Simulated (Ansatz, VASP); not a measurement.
# SnSe: VASP beside Ansatz

POSCAR

```
SnSe
1.0
    5.0747781155      0.0000000000      0.0000000000
   -2.5373890578      4.3948867666      0.0000000000
    0.0000000000      0.0000000000      6.1736754650
Sn Se
2 2
Direct
    0.3333333333      0.6666666667     -0.0391356320
    0.6666666667      0.3333333333      0.4608643680
    0.3333333333      0.6666666667      0.4141356320
    0.6666666667      0.3333333333      0.9141356320
```

The input INCAR.step1:

```
ALGO = Normal ; EDIFF = 1E-4
ENCUT = 520 ; GGA = PE
ISMEAR = 0 ; LASPH = T
LCHARG = F ; LREAL = F
LWAVE = T ; NBANDS = 28
NELM = 80 ; PREC = Accurate
SIGMA = 0.01
```

Contents of INCAR.step2:

```
ALGO = Normal ; EDIFF = 1E-7
ENCUT = 520 ; ISIF = 2
ISMEAR = 0 ; ISTART = 1
LASPH = T ; LCHARG = F
LMIXTAU = T ; LREAL = F
LWAVE = F ; METAGGA = R2SCAN
NBANDS = 28 ; NELM = 80
PREC = Accurate ; SIGMA = 0.01
```

Contents of KPOINTS:

```
k-points
0
Gamma
  6 6 4
```

Input for Ansatz:

```yaml
crystal:
  lattice:
    - [5.0747781155, 0.0, 0.0]
    - [-2.5373890578, 4.3948867666, 0.0]
    - [0.0, 0.0, 6.173675465]
  atoms:
    - { symbol: Sn, position: [0.3333333333, 0.6666666667, -0.039135632] }
    - { symbol: Sn, position: [0.6666666667, 0.3333333333, 0.460864368] }
    - { symbol: Se, position: [0.3333333333, 0.6666666667, 0.414135632] }
    - { symbol: Se, position: [0.6666666667, 0.3333333333, 0.914135632] }
kpoints:
  mp_grid: { grid: [6, 6, 4] }
  band_path:
    path:
      - [0.0, 0.0, 0.0]
      - [0.5, 0.0, 0.0]
      - [0.3333333333, 0.3333333333, 0.0]
      - [0.0, 0.0, 0.5]
      - [0.5, 0.0, 0.5]
      - [0.3333333333, 0.3333333333, 0.5]
      - [0.28125, 0.28125, -0.5]
    npoints: 1
hamiltonian:
  xc: r2scan
scf:
  occupations: { method: fixed }
  n_extra_bands: 5
output:
  forces: true
  stress: true
  eigenvalues: true
  write_density: true
  write_potential: true
  elf: true
  volumetric_format: npy
```

Alike in both runs: task single point; functional r2SCAN; k mesh 6 × 6 × 4; no spin polarisation.

```csv
,VASP,Ansatz
version,VASP 6.6.1,Ansatz 0.2.0
potentials or method,"VASP PAW PBE potentials, release 64 (Sn_d, Se)","plane waves, PAW"
plane-wave cutoff (eV),520,500
occupations,"gaussian, width 0.01 eV",fixed
valence electrons in the cell,40,60
```

Ansatz gave:

| Property | Result |
| --- | --- |
| gap on the k mesh at the Fermi level (eV) | 1.00 |
| pressure (GPa) | 0.0 |
| rms of the force components (eV/Å) | 0.000 |

Estimate VASP's values.

gap on the k mesh at the Fermi level (eV): 1.00; pressure (GPa): 0.0; rms of the force components (eV/Å): 0.005.

VASP's potentials were made for PBE, not for r2SCAN. Atom by atom the forces differ by 0.005 eV/Å (rms over components). VASP's potentials hold 40 valence electrons a cell and Ansatz's 60, so a difference there can come from the potentials and not from the codes.
